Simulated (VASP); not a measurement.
BN (e600): single point with PBEsol

Crystal: BN (e600).

```xyz
2
Lattice="0.0000 1.8080 1.8080 1.8080 0.0000 1.8080 1.8080 1.8080 0.0000" Properties=species:S:1:pos:R:3 pbc="T T T"
B     0.0000    0.0000    0.0000
N     0.9040    0.9040    0.9040
```

```json
{
 "Program": "VASP 6.6.1",
 "Task": "single point",
 "Functional": "PBEsol",
 "Potentials or basis": "VASP PAW PBE potentials, release 64 (B, N)",
 "Cutoff": "600 eV",
 "k mesh": "8 × 8 × 8",
 "Occupations": "gaussian, width 0.1 eV",
 "Spin": "no spin polarisation",
 "Dipole correction": "no",
 "Further INCAR settings": "ALGO = Normal; EDIFF = 1e-06; NBANDS = 11"
}
```

```yaml
Pressure: -2.9 GPa
Band_gap_on_the_k_mesh: 4.28 eV, indirect (least direct gap 8.76 eV)
```

Levels at points of the mesh, in eV from the valence-band top:
```csv
k point,band 1,band 2,band 3,band 4,band 5,band 6,band 7,band 8,band 9
"(0.00, 0.00, 0.00)",-20.24,0.00,0.00,0.00,8.76,8.76,8.76,10.25,24.49
"(0.50, 0.00, 0.00)",-15.98,-10.77,-1.95,-1.95,10.08,10.62,10.62,15.07,23.17
"(0.50, 0.50, 0.00)",-14.60,-8.96,-4.94,-4.94,4.28,9.09,17.86,17.86,20.60
```

Run time: 5.6 s on 1 thread of Intel Xeon 8259CL, on a shared host, peak memory 0.12 GiB.

Caveat: the PAW data sets were made with another functional, which shifts forces and pressure a little. Expect the measured gap to be larger: semilocal functionals such as PBEsol lack the derivative discontinuity.
